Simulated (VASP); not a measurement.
# Cs in VASP: single point with PBEsol

Aim: the single point of Cs with PBEsol.

Program: VASP 6.6.1. These are calculated values, not measurements. Logs are shortened: lines on timing, memory, paths and dates and some standing lists are left out, and cuts for length are marked.

## (1) The cell of the first run

The cell holds a slab with vacuum, 5 atoms: a = 5.235 Å, b = 8.549 Å, c = 29.871 Å, α = 90.00°, β = 90.00°, γ = 90.00°.

## (2) Single point, PBEsol

Contents of INCAR:

```
PREC = Accurate
ENCUT = 520
EDIFF = 1E-6
ISMEAR = 0
SIGMA = 0.1
LREAL = F
LASPH = T
NELM = 60
ALGO = Normal
ISIF = 2
LWAVE = F
LCHARG = F
LDIPOL = T
IDIPOL = 3
DIPOL = 0.5 0.5 0.500
GGA = PS
NBANDS = 30
KPAR = 4
```

Contents of KPOINTS:

```
Automatic mesh
0
Gamma
  17 10 1
```

Contents of POSCAR:

```
Cs
1.0
    5.2351235700      0.0000000000      0.0000000000
    0.0000000000      8.5489209800      0.0000000000
    0.0000000000      0.0000000000     29.8714438112
Cs
5
Direct
    0.3333333300      0.5000000000      0.3347678828
    0.6666666700      0.0000000000      0.4173839461
    0.0000000000      0.5000000000      0.5000000000
    0.3333333300      0.0000000000      0.5826160539
    0.6666666700      0.5000000000      0.6652321172
```

Potentials or basis: VASP PAW PBE potentials, release 64 (Cs_sv).

Started as:

```
$ cat potpaw_PBE.64/Cs_sv/POTCAR > POTCAR
$ mpirun -np 4 vasp_std > vasp.out
```

OUTCAR:

```text
PREC = Accurate
   ENCUT = 520
   EDIFF = 1E-6
   ISMEAR = 0
   LREAL = F
   LASPH = T
   NELM = 60
   ISIF = 2
   GGA = PS

 ion  position               nearest neighbor table
   1  0.333  0.500  0.335-
   2  0.667  0.000  0.417-
   3  0.000  0.500  0.500-
   4  0.333  0.000  0.583-
   5  0.667  0.500  0.665-

  LATTYP: Found a simple orthorhombic cell.
 ALAT       =     5.2351235700
 B/A-ratio  =     1.6329931597
 C/A-ratio  =     5.7059672827

  Lattice vectors:

 A1 = (   5.2351235700,   0.0000000000,   0.0000000000)
 A2 = (   0.0000000000,   8.5489209800,   0.0000000000)
 A3 = (   0.0000000000,   0.0000000000,  29.8714438112)

Analysis of symmetry for initial positions (statically):
=====================================================================
 Subroutine PRICEL returns:
 Original cell was already a primitive cell.

 Routine SETGRP: Setting up the symmetry group for a
 simple orthorhombic supercell.

 Subroutine GETGRP returns: Found  4 space group operations
 (whereof  4 operations were pure point group operations)
 out of a pool of  8 trial point group operations.

The static configuration has the point symmetry C_2h.

Analysis of symmetry for dynamics (positions and initial velocities):
=====================================================================
 Subroutine PRICEL returns:
 Original cell was already a primitive cell.

 Routine SETGRP: Setting up the symmetry group for a
 simple orthorhombic supercell.

 Subroutine GETGRP returns: Found  4 space group operations
 (whereof  4 operations were pure point group operations)
 out of a pool of  8 trial point group operations.

The dynamic configuration has the point symmetry C_2h.

 Subroutine INISYM returns: Found  4 space group operations
 (whereof  4 operations are pure point group operations),
 and found     1 'primitive' translations

----------------------------------------------------------------------------------------

                                     Primitive cell

  volume of cell :    1336.8862

  direct lattice vectors                    reciprocal lattice vectors
     5.235123570  0.000000000  0.000000000     0.191017459  0.000000000  0.000000000
     0.000000000  8.548920980  0.000000000     0.000000000  0.116973827  0.000000000
     0.000000000  0.000000000 29.871443811     0.000000000  0.000000000  0.033476788

  length of vectors
     5.235123570  8.548920980 29.871443811     0.191017459  0.116973827  0.033476788

  position of ions in fractional coordinates (direct lattice)
     0.333333330  0.500000000  0.334767883
     0.666666670  0.000000000  0.417383946
     0.000000000  0.500000000  0.500000000
     0.333333330  0.000000000  0.582616054
     0.666666670  0.500000000  0.665232117

  ion indices of the primitive-cell ions
   primitive index   ion index
                 1           1
                 2           2
                 3           3
                 4           4
                 5           5

----------------------------------------------------------------------------------------

 KPOINTS: Automatic mesh

Automatic generation of k-mesh.
 Grid dimensions read from file:
 generate k-points for:   17   10    1

 Generating k-lattice:

  Cartesian coordinates                     Fractional coordinates (reciprocal lattice)
     0.011236321  0.000000000  0.000000000     0.058823529  0.000000000  0.000000000
     0.000000000  0.011697383  0.000000000     0.000000000  0.100000000  0.000000000
     0.000000000  0.000000000  0.033476788     0.000000000  0.000000000  1.000000000

  Length of vectors
     0.011236321  0.011697383  0.033476788

  Shift w.r.t. Gamma in fractional coordinates (k-lattice)
     0.000000000  0.000000000  0.000000000

 Subroutine IBZKPT returns following result:
 ===========================================

 Found     54 irreducible k-points:

 Following reciprocal coordinates:
            Coordinates               Weight
  0.000000  0.000000  0.000000      1.000000
  0.058824  0.000000  0.000000      2.000000
  0.117647  0.000000  0.000000      2.000000
  0.176471  0.000000  0.000000      2.000000
  0.235294  0.000000  0.000000      2.000000
  0.294118  0.000000  0.000000      2.000000
[... 16 lines left out ...]
  0.235294  0.200000  0.000000      4.000000
  0.294118  0.200000  0.000000      4.000000
 [... further k-points ...]
   k-points           NKPTS =     54   k-points in BZ     NKDIM =     54   number of bands    NBANDS=     30
   number of dos      NEDOS =    301   number of ions     NIONS =      5
   total plane-waves  NPLWV = 573440
   dimension x,y,z NGX =    40 NGY =   64 NGZ =  224
   dimension x,y,z NGXF=    80 NGYF=  128 NGZF=  448
   ions per type =               5
   NGX,Y,Z   is equivalent  to a cutoff of  12.70, 12.45, 12.47 a.u.
   NGXF,Y,Z  is equivalent  to a cutoff of  25.40, 24.89, 24.93 a.u.
 SYSTEM =  unknown system
   PREC   = accura    normal or accurate (medium, high low for compatibility)
   ISTART =      0    job   : 0-new  1-cont  2-samecut
   ICHARG =      2    charge: 1-file 2-atom 10-const
   ISPIN  =      1    spin polarized calculation?
   LNONCOLLINEAR =      F non collinear calculations
   LSORBIT =      F    spin-orbit coupling
   LASPH  =      T    aspherical Exc in radial PAW
   ENCUT  =  520.0 eV  38.22 Ry    6.18 a.u.   9.73 15.90 55.54*2*pi/ulx,y,z
   NELM   =     60;   NELMIN=  2; NELMDL= -5     # of ELM steps
   EDIFF  = 0.1E-05   stopping-criterion for ELM
   LREAL  =      F    real-space projection
   EDIFFG = 0.1E-04   stopping-criterion for IOM
   NSW    =      0    number of steps for IOM
   IBRION =     -1    ionic relax: 0-MD 1-quasi-New 2-CG
   NFREE  =      0    steps in history (QN), initial steepest desc. (CG)
   ISIF   =      2    stress and relaxation
   ISYM   =      2    0-nonsym 1-usesym 2-fastsym
   POTIM  = 0.5000    time-step for ionic-motion
   TEBEG  =    0.0;   TEEND  =   0.0 temperature during run
   PSTRESS=    0.0 pullay stress
   NELECT =      45.0000    total number of electrons
   NUPDOWN=      -1.0000    fix difference up-down
   EMIN   =  10.00;   EMAX   =-10.00  energy-range for DOS
   EFERMI =   0.00;   METHOD = LEGACY
   ISMEAR =     0;   SIGMA  =   0.10  broadening in eV -4-tet -1-fermi 0-gaus
   EFERMI_NEDOS =   21; number of points for ismear=-14 and -15
   IALGO  =     38    algorithm
   IMIX   =      4    mixing-type and parameters
     AMIX     =   0.40;   BMIX     =  1.00
     AMIX_MAG =   1.60;   BMIX_MAG =  1.00
  volume/ion in A,a.u.               =     267.38      1804.35
  Fermi-wavevector in a.u.,A,eV,Ry     =   0.528584  0.998879  3.801485  0.279401
  Thomas-Fermi vector in A             =   1.550283
   LORBIT       =      0    0 simple, 1 ext, 2 COOP (PROOUT), +10 PAW based schemes
   GGA     = PS    functional components
   LHFCALC =     F    Hartree Fock is set to
   AEXX    =    0.0000 exact exchange contribution
   IVDW    =     0    specifies the selected vdW correction
   LEPSILON=     F    determine dielectric tensor
   LRPA    =     F    only Hartree local field effects (RPA)
 non-spin polarized calculation
 Gauss-broadening in eV      SIGMA  =   0.10
  energy-cutoff  :      520.00
  volume of cell :     1336.89
 maximum number of plane-waves:     36066
 NGX is ok and might be reduce to    40
   NGX = 19   NGY = 31   NGZ =111

 number of electron      45.0000006 magnetization

 dipolmoment           0.000000      0.000000     -0.000000 electrons x Angstroem

 Free energy of the ion-electron system (eV)
  ---------------------------------------------------
  ext. energy  EPLUGINS =         0.00000000
  ---------------------------------------------------
  free energy    TOTEN  =        -4.23129639 eV

  energy without entropy =       -4.19831275  energy(sigma->0) =       -4.21480457

 E-fermi :  -0.9572     XC(G=0):  -2.7906

 val. band max:       -0.9639361435   @ k =   0.1765   0.4000   0.0000
 cond. band min:      -0.9554284156   @ k =   0.2941   0.5000   0.0000
 fundamental gap:      0.0085077278
 Fermi energy:        -0.9571547179

 k-point     1 :       0.0000    0.0000    0.0000
  band No.  band energies     occupation
      1     -25.0819      2.00000
      2     -25.0819      2.00000
      3     -24.8536      2.00000
      4     -24.8515      2.00000
      5     -24.7367      2.00000
      6     -11.8838      2.00000
[... 22 lines left out ...]
     29       0.1400      0.00000
     30       0.3753      0.00000

 k-point     2 :       0.0588    0.0000    0.0000
  band No.  band energies     occupation
      1     -25.0818      2.00000
      2     -25.0818      2.00000
      3     -24.8534      2.00000
      4     -24.8514      2.00000
      5     -24.7366      2.00000
      6     -11.8834      2.00000
[... 22 lines left out ...]
     29       0.1521      0.00000
     30       0.3739      0.00000

 k-point     3 :       0.1176    0.0000    0.0000
  band No.  band energies     occupation
      1     -25.0814      2.00000
      2     -25.0814      2.00000
      3     -24.8531      2.00000
      4     -24.8511      2.00000
      5     -24.7363      2.00000
      6     -11.8823      2.00000
[... 22 lines left out ...]
     29       0.1844      0.00000
     30       0.3677      0.00000

 k-point     4 :       0.1765    0.0000    0.0000
  band No.  band energies     occupation
      1     -25.0809      2.00000
      2     -25.0809      2.00000
      3     -24.8525      2.00000
      4     -24.8506      2.00000
      5     -24.7358      2.00000
      6     -11.8805      2.00000
[... 22 lines left out ...]
     29       0.2282      0.00000
     30       0.3552      0.00000

 k-point     5 :       0.2353    0.0000    0.0000
  band No.  band energies     occupation
      1     -25.0803      2.00000
      2     -25.0803      2.00000
      3     -24.8518      2.00000
      4     -24.8500      2.00000
      5     -24.7351      2.00000
      6     -11.8785      2.00000
[... 22 lines left out ...]
     29       0.2698      0.00000
     30       0.3123      0.00000
[... 526 lines left out ...]
     29       0.2582      0.00000
     30       0.3024      0.00000

 k-point    22 :       0.1765    0.2000    0.0000
  band No.  band energies     occupation
      1     -25.0809      2.00000
      2     -25.0809      2.00000
      3     -24.8525      2.00000
      4     -24.8506      2.00000
      5     -24.7358      2.00000
      6     -11.8815      2.00000
[... 22 lines left out ...]
     29       0.2425      0.00000
     30       0.3332      0.00000

 k-point    23 :       0.2353    0.2000    0.0000
  band No.  band energies     occupation
      1     -25.0803      2.00000
      2     -25.0803      2.00000
      3     -24.8518      2.00000
      4     -24.8500      2.00000
      5     -24.7351      2.00000
      6     -11.8792      2.00000
[... 22 lines left out ...]
     29       0.1940      0.00000
     30       0.3684      0.00000

 k-point    24 :       0.2941    0.2000    0.0000
  band No.  band energies     occupation
      1     -25.0796      2.00000
      2     -25.0796      2.00000
      3     -24.8511      2.00000
      4     -24.8493      2.00000
      5     -24.7345      2.00000
      6     -11.8769      2.00000
[... 22 lines left out ...]
     29       0.1619      0.00000
     30       0.3465      0.00000

 [... further k-points ...]

------------------------ aborting loop because EDIFF is reached ----------------------------------------

 vacuum level on the upper side and lower side of the slab       (xc-potential included)        -0.140        -0.140

  FORCE on cell =-STRESS in cart. coord.  units (eV):
  Direction    XX          YY          ZZ          XY          YZ          ZX
  --------------------------------------------------------------------------------------
  -------------------------------------------------------------------------------------
  Total       -0.3862099     -0.4507873     -0.1260680      0.0000000      0.0000000      0.0746110
  in kB       -0.4628492     -0.5402413     -0.1510849      0.0000000      0.0000000      0.0894168
  external PRESSURE =      -0.3847251 kB  Pullay stress =       0.0000000 kB

 VOLUME and BASIS-vectors are now :
 -----------------------------------------------------------------------------
  energy-cutoff  :      520.00
  volume of cell :     1336.89
      direct lattice vectors                 reciprocal lattice vectors
     5.235123570  0.000000000  0.000000000     0.191017459  0.000000000  0.000000000
     0.000000000  8.548920980  0.000000000     0.000000000  0.116973827  0.000000000
     0.000000000  0.000000000 29.871443811     0.000000000  0.000000000  0.033476788

 POSITION                                       TOTAL-FORCE (eV/Angst)
 -----------------------------------------------------------------------------------
      1.74504      4.27446     10.00000        -0.020670      0.000000      0.012967
      3.49008      0.00000     12.46786         0.025844      0.000000     -0.005525
      0.00000      4.27446     14.93572         0.000000      0.000000      0.000000
      1.74504      0.00000     17.40358        -0.025844      0.000000      0.005525
      3.49008      4.27446     19.87144         0.020670      0.000000     -0.012967
 -----------------------------------------------------------------------------------
    total drift:                                0.000000      0.000000      0.000000

  FREE ENERGIE OF THE ION-ELECTRON SYSTEM (eV)
  ---------------------------------------------------
  free  energy   TOTEN  =        -4.2312963904 eV

  energy  without entropy=       -4.1983127453  energy(sigma->0) =       -4.21480457

 vacuum level on the upper side and lower side of the slab         0.980         0.980
```

Wall time 17 min (4 MPI ranks of Intel Xeon Platinum 8488C (Sapphire Rapids), shared host); peak memory 2.1 GiB.

Results:

| Item | Value |
| --- | --- |
| Free energy | -4.2313 eV |
| Largest force | 0.026 eV/Å |
| Band gap on the k mesh | zero (an odd number of electrons rules out a gap without spin polarisation) |

Forces in eV/Å, atoms in the order of the input:
```
Cs  -0.021  0.000  0.013
Cs   0.026  0.000 -0.006
Cs   0.000  0.000  0.000
Cs  -0.026  0.000  0.006
Cs   0.021  0.000 -0.013
```

Caveat: the PAW data sets were made with another functional, which shifts forces and pressure a little; spin-orbit coupling is left out, which moves the levels of the heavy elements.
